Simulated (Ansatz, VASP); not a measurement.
Mn2SbN3 in VASP and in Ansatz

```
CELL_PARAMETERS angstrom
3.42178 -2.90333 0.00363
3.42178 2.90333 0.00363
-0.98941 0.00000 4.33852
ATOMIC_POSITIONS crystal
Mn 0.21681 0.21681 0.79253
Mn 0.79211 0.79211 0.22706
Sb 0.45040 0.45040 0.40188
N 0.51108 0.02921 0.02964
N 0.02921 0.51108 0.02964
N 0.00097 0.00097 0.51875
```

Change from the starting cell: the structure that the rattled cell fell into.

Alike in both runs: functional PBE; k mesh 8 × 8 × 8; occupations gaussian, width 0.1 eV; no spin polarisation.

Ansatz relaxed the structure, and its values are those at the end. VASP's run is a single point on that final structure, the one shown.

|  | VASP | Ansatz |
| --- | --- | --- |
| version | VASP 6.6.1 | Ansatz 0.2.0 |
| potentials or method | VASP PAW PBE potentials, release 64 (Mn_pv, Sb, N), cutoff 520 eV | scalar-relativistic, plane waves, PAW |
| valence electrons in the cell | 46 | 60 |

```tsv
	VASP	Ansatz	Ansatz less VASP
gap on the k mesh at the Fermi level (eV)	none	none	-
pressure (GPa)	0.1	0.0	-0.06
rms of the force components (eV/Å)	0.022	0.001	-0.0203
```

A gap of «none» marks a metal or a gap that the smearing closes. The functional is the same, so the differences come from potentials, cutoffs and numerics. VASP's potentials hold 46 valence electrons a cell and Ansatz's 60, so a difference there can come from the potentials and not from the codes.

Neither program's run includes spin-orbit coupling.
